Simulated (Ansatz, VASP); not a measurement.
TiS2: VASP beside Ansatz

Contents of INCAR:

```
  PREC = Accurate
  ENCUT = 500
  EDIFF = 1E-6
  ISMEAR = 0
  SIGMA = 0.01
  LREAL = F
  LASPH = T
  NELM = 200
  ALGO = Normal
  ISIF = 2
  LWAVE = F
  LCHARG = F
  LMAXMIX = 4
  LDAU = T
  LDAUTYPE = 2
  LDAUL = 2 -1
  LDAUU = 4 0
  LDAUJ = 0 0
  LDAUPRINT = 1
  GGA = PE
  IVDW = 12
  NBANDS = 19
  GGA_COMPAT = F
```

KPOINTS

```
regular mesh
0
Gamma
  7 7 4
```

File POSCAR:

```
TiS2
1.0
    3.4120000000      0.0000000000      0.0000000000
   -1.7060000000      2.9548790000      0.0000000000
    0.0000000000      0.0000000000      5.6950000000
Ti S
1 2
Direct
    0.0000000000      0.0000000000      0.0000000000
    0.3333333333      0.6666666667      0.2500000000
    0.6666666667      0.3333333333      0.7500000000
```

Input for Ansatz:

```yaml
crystal:
  lattice:
    - [3.412, 0.0, 0.0]
    - [-1.706, 2.954879, 0.0]
    - [0.0, 0.0, 5.695]
  atoms:
    - { symbol: Ti, position: [0.0, 0.0, 0.0] }
    - { symbol: S, position: [0.3333333333333333, 0.6666666666666666, 0.25] }
    - { symbol: S, position: [0.6666666666666666, 0.3333333333333333, 0.75] }
basis:
  ecutwfc: 421.77648681281397
  xc_grid: 2
kpoints:
  mp_grid:
    grid: [7, 7, 4]
hamiltonian:
  xc: pbe
  dispersion: d3bj
  hubbard:
    - { species: Ti, l: d, u_eff: 4.0 }
scf:
  lower_state_search: light
  mixing:
    algorithm: broyden
  occupations:
    method: fixed
  eigensolver:
    kind: davidson
    mixed_precision: false
output:
  eigenvalues: true
```

Alike in both runs: task single point; functional PBE; dispersion D3(BJ); k mesh 7 × 7 × 4; no spin polarisation; Hubbard terms Ti d U = 4.0 eV.

|  | VASP | Ansatz |
| --- | --- | --- |
| version | VASP 6.6.1 | Ansatz 0.2.0 |
| potentials or method | VASP PAW PBE potentials, release 64 (Ti_sv, S), cutoff 500 eV | plane waves, PAW |
| occupations | gaussian, width 0.01 eV | fixed |
| valence electrons in the cell | 24 | 24 |

|  | VASP | Ansatz | Ansatz less VASP |
| --- | --- | --- | --- |
| gap on the k mesh at the Fermi level (eV) | 0.35 | 0.57 | +0.217 |

The programs project onto different local orbitals, so the same U acts differently, and such runs can settle in different states. Ansatz's warnings: metallic iterate.
